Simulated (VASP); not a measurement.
Si23H4O48 (a cell with a defect): single point with PBE

Si23H4O48 (a cell with a defect):

```
CELL_PARAMETERS angstrom
9.83160 0.00000 0.00000
-4.91580 8.51441 0.00000
0.00000 0.00000 10.81820
ATOMIC_POSITIONS crystal
Si 0.26684 0.00098 0.16347
Si 0.00285 0.27037 0.33570
Si 0.23061 0.23541 0.00010
Si 0.26535 0.99775 0.66365
Si 0.99321 0.26636 0.83503
Si 0.23231 0.22851 0.50175
Si 0.26828 0.50274 0.16721
Si 0.99978 0.76761 0.33315
Si 0.23386 0.73303 0.99665
Si 0.99892 0.76669 0.83271
Si 0.23443 0.73561 0.49762
Si 0.76924 0.00430 0.16724
Si 0.49845 0.26709 0.33264
Si 0.72664 0.23202 0.00030
Si 0.76572 0.00123 0.66690
Si 0.49457 0.26577 0.83203
Si 0.73277 0.23381 0.49924
Si 0.76517 0.50083 0.16730
Si 0.50119 0.77037 0.33205
Si 0.73508 0.73690 0.00121
Si 0.76319 0.49956 0.66634
Si 0.50465 0.76921 0.83163
Si 0.73275 0.73549 0.49969
O 0.06877 0.20662 0.44624
O 0.29612 0.36583 0.10991
O 0.14021 0.43474 0.27866
O 0.20246 0.06990 0.05539
O 0.36238 0.29444 0.39136
O 0.43070 0.13842 0.22135
O 0.06543 0.20987 0.94571
O 0.30388 0.35177 0.61665
O 0.13567 0.42902 0.77808
O 0.19971 0.05743 0.54993
O 0.35846 0.29582 0.88797
O 0.42848 0.13645 0.72173
O 0.06790 0.70632 0.44383
O 0.29912 0.86841 0.10315
O 0.13683 0.93004 0.27352
O 0.20408 0.56985 0.05801
O 0.36398 0.79940 0.38658
O 0.43429 0.64068 0.22152
O 0.06775 0.70498 0.94236
O 0.29936 0.86433 0.60902
O 0.13503 0.93004 0.77389
O 0.20585 0.56995 0.55544
O 0.35939 0.78706 0.88338
O 0.45745 0.64843 0.71430
O 0.56833 0.20467 0.44119
O 0.79072 0.36288 0.10970
O 0.63447 0.43318 0.27686
O 0.70322 0.06912 0.05732
O 0.86583 0.29920 0.39139
O 0.93374 0.14158 0.22412
O 0.56175 0.20462 0.94369
O 0.79140 0.36227 0.61097
O 0.63035 0.43231 0.77517
O 0.70537 0.06909 0.55548
O 0.85400 0.29271 0.88822
O 0.93076 0.13663 0.72449
O 0.56846 0.70787 0.44230
O 0.79902 0.86851 0.11014
O 0.63944 0.93563 0.27729
O 0.70548 0.57144 0.05743
O 0.86379 0.79712 0.38999
O 0.93059 0.63562 0.22438
O 0.56975 0.70901 0.94538
O 0.79447 0.86456 0.61073
O 0.63681 0.93933 0.77827
O 0.70413 0.56993 0.55610
O 0.86338 0.79661 0.88968
O 0.92852 0.63351 0.72462
H 0.45237 0.54909 0.72520
H 0.22975 0.35611 0.67555
H 0.30280 0.58497 0.59564
H 0.11633 0.47967 0.70696
```

```json
{
  "Program": "VASP 6.6.1",
  "Task": "single point",
  "Functional": "PBE",
  "Potentials or basis": "VASP PAW PBE potentials, release 64 (Si, O, H)",
  "Cutoff": "520 eV",
  "k mesh": "1 × 1 × 1",
  "Occupations": "gaussian, width 0.02 eV",
  "Spin": "no spin polarisation"
}
```

| Quantity | Value |
| --- | --- |
| Pressure | 2.7 GPa |
| Largest force | 0.733 eV/Å |
| Band gap on the k mesh | 5.71 eV |

Forces in eV/Å, atoms in the order of the input:
```
Si   0.014 -0.002 -0.003
Si  -0.003  0.014  0.006
Si  -0.012 -0.006 -0.009
Si   0.014  0.004  0.013
Si   0.019 -0.007  0.019
Si  -0.005 -0.001 -0.030
Si   0.012 -0.005 -0.002
Si  -0.010  0.011 -0.001
Si  -0.002 -0.014 -0.003
Si  -0.003  0.007 -0.001
Si  -0.031  0.012 -0.015
Si   0.013  0.002 -0.005
Si  -0.006  0.008  0.002
Si  -0.008 -0.010  0.002
Si   0.007 -0.001 -0.006
Si  -0.011  0.017 -0.001
Si  -0.004 -0.008  0.003
Si   0.009 -0.001 -0.002
Si  -0.002  0.008  0.002
Si  -0.005 -0.011  0.003
Si   0.008 -0.005  0.007
Si  -0.044  0.041  0.006
Si  -0.005 -0.016  0.001
O    0.004  0.010 -0.004
O   -0.010 -0.001 -0.006
O    0.008 -0.005 -0.001
O    0.014  0.005  0.007
O   -0.006 -0.010  0.004
O   -0.010  0.006  0.005
O   -0.002  0.008 -0.005
O    0.026 -0.001 -0.030
O    0.022 -0.015  0.011
O    0.003  0.005  0.001
O    0.000 -0.008  0.008
O   -0.013 -0.001 -0.001
O    0.005  0.008 -0.002
O   -0.008 -0.006 -0.005
O    0.013 -0.007 -0.007
O    0.007  0.008  0.002
O   -0.002 -0.014  0.008
O   -0.007  0.006  0.003
O    0.001  0.008 -0.006
O   -0.004 -0.012 -0.008
O    0.012 -0.002 -0.009
O   -0.036 -0.022  0.008
O    0.004 -0.010  0.004
O   -0.311  0.599 -0.068
O   -0.001  0.010 -0.006
O   -0.010 -0.005 -0.005
O    0.009 -0.001 -0.003
O    0.010  0.003  0.004
O    0.000 -0.011  0.007
O   -0.009  0.008  0.004
O    0.001  0.005 -0.003
O   -0.005 -0.005 -0.009
O    0.012 -0.004 -0.006
O    0.008  0.005  0.006
O    0.004 -0.011  0.005
O   -0.005  0.009  0.004
O    0.000  0.013 -0.007
O   -0.008 -0.003 -0.007
O    0.006 -0.008 -0.002
O    0.010  0.006  0.005
O   -0.002 -0.009  0.008
O   -0.009  0.007  0.007
O   -0.005  0.004 -0.015
O   -0.011 -0.008 -0.007
O    0.008 -0.004  0.000
O    0.007  0.009  0.003
O   -0.003 -0.010  0.007
O   -0.005  0.004  0.006
H    0.321 -0.657  0.052
H   -0.049  0.032  0.073
H    0.088 -0.014  0.045
H   -0.017  0.050 -0.058
```

Stress tensor (GPa, compression positive):
```
 2.50  0.03 -0.03
 0.03  3.12 -0.17
-0.03 -0.17  2.50
```

Levels at points of the mesh, in eV from the valence-band top:
```tsv
k point	band 190	band 191	band 192	band 193	band 194	band 195
(0.00, 0.00, 0.00)	-0.17	-0.16	0.00	5.71	7.65	7.71
```

Wall time 10 min on 1 thread of Intel Xeon 8259CL (shared host), peak memory 0.99 GiB.

Caveat: the k points lie up to 0.74 Å⁻¹ apart.
